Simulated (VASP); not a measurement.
# Gd (P6_3/mmc) in VASP: notebook, part 2 of 2

VASP 6.6.1. The steps go on from the part before.

### Step 5. Single point, PBE, collinear spin, ferromagnetic start (20.18 Å³/atom)

This run uses another cell than the first one, of 20.18 Å³/atom.

Input file INCAR:

```
  PREC = Accurate
  ENCUT = 520
  EDIFF = 1E-7
  ISMEAR = -1
  SIGMA = 0.05
  LREAL = False
  LASPH = True
  NELM = 150
  ALGO = Normal
  ISIF = 2
  LWAVE = False
  LCHARG = True
  ISPIN = 2
  MAGMOM = 7 7
  LORBIT = 11
  LMAXMIX = 6
  GGA = PE
  LELF = True
  LVHAR = True
  NBANDS = 29
```

Input file KPOINTS:

```
Automatic mesh
0
Gamma
  12 12 7
```

Input file POSCAR:

```
Gd
1.0
    3.0427639055      0.0000000000      0.0000000000
   -1.5213819527      2.6351108399      0.0000000000
    0.0000000000      0.0000000000      5.0332204254
Gd
2
Direct
    0.3333333333      0.6666666667      0.2500000000
    0.6666666667      0.3333333333      0.7500000000
```

Potentials or basis: VASP PAW PBE potentials, release 64 (Gd).

Launch:

```console
cat potpaw_PBE.64/Gd/POTCAR > POTCAR
mpirun -np 1 vasp_std > vasp.out
```

OUTCAR:

```text
PREC = Accurate
   ENCUT = 520
   EDIFF = 1E-7
   ISMEAR = -1
   LREAL = False
   LASPH = True
   NELM = 150
   ISIF = 2
   ISPIN = 2
   LORBIT = 11
   GGA = PE

 ion  position               nearest neighbor table
   1  0.333  0.667  0.250-   2 3.07   2 3.07   2 3.07   2 3.07   2 3.07   2 3.07
   2  0.667  0.333  0.750-   1 3.07   1 3.07   1 3.07   1 3.07   1 3.07   1 3.07

  LATTYP: Found a hexagonal cell.
 ALAT       =     3.0427639055
 C/A-ratio  =     1.6541606847

  Lattice vectors:

 A1 = (   3.0427639055,   0.0000000000,   0.0000000000)
 A2 = (  -1.5213819527,   2.6351108399,   0.0000000000)
 A3 = (   0.0000000000,   0.0000000000,   5.0332204254)

Analysis of symmetry for initial positions (statically):
=====================================================================
 Subroutine PRICEL returns:
 Original cell was already a primitive cell.

 Routine SETGRP: Setting up the symmetry group for a
 hexagonal supercell.

 Subroutine GETGRP returns: Found 24 space group operations
 (whereof 12 operations were pure point group operations)
 out of a pool of 24 trial point group operations.

The static configuration has the point symmetry D_3d.
 The point group associated with its full space group is D_6h.

Analysis of symmetry for dynamics (positions and initial velocities):
=====================================================================
 Subroutine PRICEL returns:
 Original cell was already a primitive cell.

 Routine SETGRP: Setting up the symmetry group for a
 hexagonal supercell.

 Subroutine GETGRP returns: Found 24 space group operations
 (whereof 12 operations were pure point group operations)
 out of a pool of 24 trial point group operations.

The dynamic configuration has the point symmetry D_3d.
 The point group associated with its full space group is D_6h.

Analysis of structural, dynamic, and magnetic symmetry:
=====================================================================
 Subroutine PRICEL returns:
 Original cell was already a primitive cell.

 Routine SETGRP: Setting up the symmetry group for a
 hexagonal supercell.

 Subroutine GETGRP returns: Found 24 space group operations
 (whereof 12 operations were pure point group operations)
 out of a pool of 24 trial point group operations.

The overall configuration has the point symmetry D_3d.
 The point group associated with its full space group is D_6h.

 Subroutine INISYM returns: Found 24 space group operations
 (whereof 12 operations are pure point group operations),
 and found     1 'primitive' translations

----------------------------------------------------------------------------------------

                                     Primitive cell

  volume of cell :      40.3565

  direct lattice vectors                    reciprocal lattice vectors
     3.042763906  0.000000000  0.000000000     0.328648568  0.189745339  0.000000000
    -1.521381953  2.635110840  0.000000000     0.000000000  0.379490678  0.000000000
     0.000000000  0.000000000  5.033220425     0.000000000  0.000000000  0.198679953

  length of vectors
     3.042763906  3.042763905  5.033220425     0.379490678  0.379490678  0.198679953

  position of ions in fractional coordinates (direct lattice)
     0.333333333  0.666666667  0.250000000
[... 72 lines left out ...]
   ISPIN  =      2    spin polarized calculation?
   LNONCOLLINEAR =      F non collinear calculations
   LSORBIT =      F    spin-orbit coupling
   LASPH  =      T    aspherical Exc in radial PAW
   ENCUT  =  520.0 eV  38.22 Ry    6.18 a.u.   5.66  5.66  9.36*2*pi/ulx,y,z
   NELM   =    150;   NELMIN=  2; NELMDL= -5     # of ELM steps
   EDIFF  = 0.1E-06   stopping-criterion for ELM
   LREAL  =      F    real-space projection
   EDIFFG = 0.1E-05   stopping-criterion for IOM
   NSW    =      0    number of steps for IOM
   IBRION =     -1    ionic relax: 0-MD 1-quasi-New 2-CG
   NFREE  =      0    steps in history (QN), initial steepest desc. (CG)
   ISIF   =      2    stress and relaxation
   ISYM   =      2    0-nonsym 1-usesym 2-fastsym
   POTIM  = 0.5000    time-step for ionic-motion
   TEBEG  =    0.0;   TEEND  =   0.0 temperature during run
   PSTRESS=    0.0 pullay stress
   NELECT =      36.0000    total number of electrons
   NUPDOWN=      -1.0000    fix difference up-down
   EMIN   =  10.00;   EMAX   =-10.00  energy-range for DOS
   EFERMI =   0.00;   METHOD = LEGACY
   ISMEAR =    -1;   SIGMA  =   0.05  broadening in eV -4-tet -1-fermi 0-gaus
   EFERMI_NEDOS =   21; number of points for ismear=-14 and -15
   IALGO  =     38    algorithm
   IMIX   =      4    mixing-type and parameters
     AMIX     =   0.40;   BMIX     =  1.00
     AMIX_MAG =   1.60;   BMIX_MAG =  1.00
  volume/ion in A,a.u.               =      20.18       136.17
  Fermi-wavevector in a.u.,A,eV,Ry     =   1.575934  2.978083 33.790985  2.483567
  Thomas-Fermi vector in A             =   2.676843
   LORBIT       =     11    0 simple, 1 ext, 2 COOP (PROOUT), +10 PAW based schemes
   GGA     = PE    functional components
   LHFCALC =     F    Hartree Fock is set to
   AEXX    =    0.0000 exact exchange contribution
   IVDW    =     0    specifies the selected vdW correction
   LEPSILON=     F    determine dielectric tensor
   LRPA    =     F    only Hartree local field effects (RPA)
 spin polarized calculation
  energy-cutoff  :      520.00
  volume of cell :       40.36
 maximum number of plane-waves:      1111
 NGX is ok and might be reduce to    24
   NGX = 11   NGY = 11   NGZ = 19

 number of electron      35.9999990 magnetization      14.1840981

 Free energy of the ion-electron system (eV)
  ---------------------------------------------------
  ext. energy  EPLUGINS =         0.00000000
  ---------------------------------------------------
  free energy    TOTEN  =       -21.27623555 eV

  energy without entropy =      -21.25459313  energy(sigma->0) =      -21.26541434

 E-fermi :   5.7417     XC(G=0): -12.4430

 val. band max:        5.7387372899   @ k =   0.3333   0.2500   0.0000
 cond. band min:       5.7422703775   @ k =   0.3333   0.2500   0.4286
 fundamental gap:      0.0035330876
 Fermi energy:         5.7417185095

 spin component 1

 k-point     1 :       0.0000    0.0000    0.0000
  band No.  band energies     occupation
      1     -39.0321      1.00000
      2     -38.5920      1.00000
      3     -17.8387      1.00000
      4     -15.2850      1.00000
      5     -15.2850      1.00000
      6     -14.9833      1.00000
[... 757 lines left out ...]
     28       7.9362      0.00000
     29       8.8080      0.00000

 [... further k-points ...]

 spin component 2

 k-point     1 :       0.0000    0.0000    0.0000
  band No.  band energies     occupation
      1     -36.0098      1.00000
      2     -35.4783      1.00000
      3     -15.9459      1.00000
      4     -12.9749      1.00000
      5     -12.9749      1.00000
      6     -12.6354      1.00000
[... 757 lines left out ...]
     28       9.2095      0.00000
     29      10.1366      0.00000

 [... further k-points ...]

------------------------ aborting loop because EDIFF is reached ----------------------------------------

  FORCE on cell =-STRESS in cart. coord.  units (eV):
  Direction    XX          YY          ZZ          XY          YZ          ZX
  --------------------------------------------------------------------------------------
  -------------------------------------------------------------------------------------
  Total        8.8988033      8.8988033      8.8147471      0.0000000      0.0000000     -0.0000000
  in kB      353.2881723    353.2881724    349.9510856      0.0000000      0.0000000     -0.0000000
  external PRESSURE =     352.1758101 kB  Pullay stress =       0.0000000 kB

 VOLUME and BASIS-vectors are now :
 -----------------------------------------------------------------------------
  energy-cutoff  :      520.00
  volume of cell :       40.36
      direct lattice vectors                 reciprocal lattice vectors
     3.042763906  0.000000000  0.000000000     0.328648568  0.189745339  0.000000000
    -1.521381953  2.635110840  0.000000000     0.000000000  0.379490678  0.000000000
     0.000000000  0.000000000  5.033220425     0.000000000  0.000000000  0.198679953

 POSITION                                       TOTAL-FORCE (eV/Angst)
 -----------------------------------------------------------------------------------
     -0.00000      1.75674      1.25831        -0.000000      0.000000      0.000000
      1.52138      0.87837      3.77492         0.000000     -0.000000      0.000000
 -----------------------------------------------------------------------------------
    total drift:                               -0.000000      0.000000     -0.000000

  FREE ENERGIE OF THE ION-ELECTRON SYSTEM (eV)
  ---------------------------------------------------
  free  energy   TOTEN  =       -21.2762355500 eV

  energy  without entropy=      -21.2545931269  energy(sigma->0) =      -21.26541434

 total charge

# of ion       s       p       d       f       tot
--------------------------------------------------
    1        2.104   5.521   0.942   7.020  15.586
    2        2.104   5.521   0.942   7.020  15.586
--------------------------------------------------
tot          4.208  11.041   1.884  14.039  31.173

 magnetization (x)

# of ion       s       p       d       f       tot
--------------------------------------------------
    1        0.014  -0.050   0.115   6.708   6.787
    2        0.014  -0.050   0.115   6.708   6.787
--------------------------------------------------
tot          0.027  -0.101   0.231  13.415  13.573
```

Wall time 12 min (1 thread of Intel Xeon 8259CL, shared host); peak memory 0.29 GiB.

Results:

```yaml
Free_energy: -21.2762 eV
Pressure: 35.2 GPa
Net_moment: 14.18 μB per cell
Site_moments: Gd +6.79 μB
Valence_electrons_inside_the_program's_atomic_spheres: Gd 15.59
```

Stress tensor (GPa, compression positive):
```
35.33  0.00  0.00
 0.00 35.33  0.00
 0.00  0.00 35.00
```

Levels at points of the mesh, in eV from the Fermi level:
Spin up:
| k point | band 21 | band 22 | band 23 | band 24 | band 25 | band 26 | band 27 | band 28 | band 29 |
| --- | --- | --- | --- | --- | --- | --- | --- | --- | --- |
| (0.00, 0.00, 0.00) | -3.73 | -3.65 | -3.63 | -3.09 | 1.52 | 1.77 | 1.77 | 2.80 | 2.80 |
| (0.50, 0.00, 0.00) | -3.72 | -3.66 | -3.17 | -2.30 | -2.14 | 1.50 | 2.12 | 2.44 | 3.02 |
Spin down:
| k point | band 7 | band 8 | band 9 | band 10 | band 11 | band 12 | band 13 | band 14 | band 15 | band 16 |
| --- | --- | --- | --- | --- | --- | --- | --- | --- | --- | --- |
| (0.00, 0.00, 0.00) | -18.33 | -18.33 | -4.12 | -2.34 | 0.53 | 0.76 | 0.86 | 1.14 | 1.14 | 1.28 |
| (0.50, 0.00, 0.00) | -19.18 | -18.77 | -2.47 | -1.82 | -1.37 | 0.74 | 0.98 | 1.19 | 1.20 | 1.25 |

Caveat: the cell stands under pressure; spin-orbit coupling is left out, which moves the levels of the heavy elements; semilocal functionals describe open f shells poorly, which spoils levels, moments and volumes. The state reached can hang on the start; a lower one may exist.

### Step 6. Summary

| level | cell | gap on the mesh (eV) | pressure (GPa) | moment (μB) |
| --- | --- | --- | --- | --- |
| PBE | a = 2.620, b = 2.620, c = 4.526 Å, angles 90.0, 90.0, 120.0°, 2 atoms | none | 125.7 | 13.19 |
| PBEsol | a = 2.618, b = 2.618, c = 4.534 Å, angles 90.0, 90.0, 120.0°, 2 atoms | none | 113.2 | 13.19 |
| PBE | a = 3.043, b = 3.043, c = 5.033 Å, angles 90.0, 90.0, 120.0°, 2 atoms | none | 35.2 | 14.18 |

Alike in all rows: task single point; potentials or basis VASP PAW PBE potentials, release 64 (Gd); spin collinear, ferromagnetic start; k mesh 12 × 12 × 7; cutoff (eV) 520; smearing fermi-dirac 0.05 eV.

Caveats: the cell stands under pressure; spin-orbit coupling is left out, which moves the levels of the heavy elements; semilocal functionals describe open f shells poorly, which spoils levels, moments and volumes; the PAW data sets were made with another functional, which shifts forces and pressure a little (at least some runs).

Total energies depend on the potentials used, so only differences within one code and one set of settings carry meaning.
